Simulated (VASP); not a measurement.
A run of VASP 6.6.1 is set up as follows.

The input INCAR:

```
PREC     = Accurate       # precision mode
ENCUT    = 520            # plane-wave cutoff, eV
EDIFF    = 1E-6           # SCF threshold, eV
ISMEAR   = -1             # smearing method
SIGMA    = 0.05           # smearing width, eV
LREAL    = F              # projectors in reciprocal space
LASPH    = T              # aspherical terms in the spheres
NELM     = 80             # most SCF steps
ALGO     = Normal         # electronic algorithm
ISIF     = 2              # what is computed and relaxed
LWAVE    = F              # write WAVECAR
LCHARG   = T              # write CHGCAR
GGA      = PE             # functional
LELF     = T              # ELF
LVHAR    = T            
NBANDS   = 28             # bands
```

The input KPOINTS:

```
Automatic mesh
0
Gamma
  4 4 4
```

POSCAR

```
CsBa3
1.0
    0.0000000000      5.1690711600      5.2212840000
    5.1690711600      0.0000000000      5.2212840000
    5.1690711600      5.1690711600      0.0000000000
Ba Cs
3 1
Direct
    0.5000000000      0.5000000000      0.5000000000
    0.7500000000      0.7500000000      0.7500000000
    0.2500000000      0.2500000000      0.2500000000
    0.0000000000      0.0000000000      0.0000000000
```

Potentials or basis: VASP PAW PBE potentials, release 64 (Ba_sv, Cs_sv).

Launch:

```console
$ cat potpaw_PBE.64/Ba_sv/POTCAR potpaw_PBE.64/Cs_sv/POTCAR > POTCAR
$ mpirun -np 1 vasp_std > vasp.out
```

Task: Estimate the pressure.

Result: 0.2 GPa.

Task: What does it give for the band gap on the k mesh?

Result: Zero (an odd number of electrons rules out a gap without spin polarisation).

Caveat: spin-orbit coupling is left out, which moves the levels of the heavy elements.
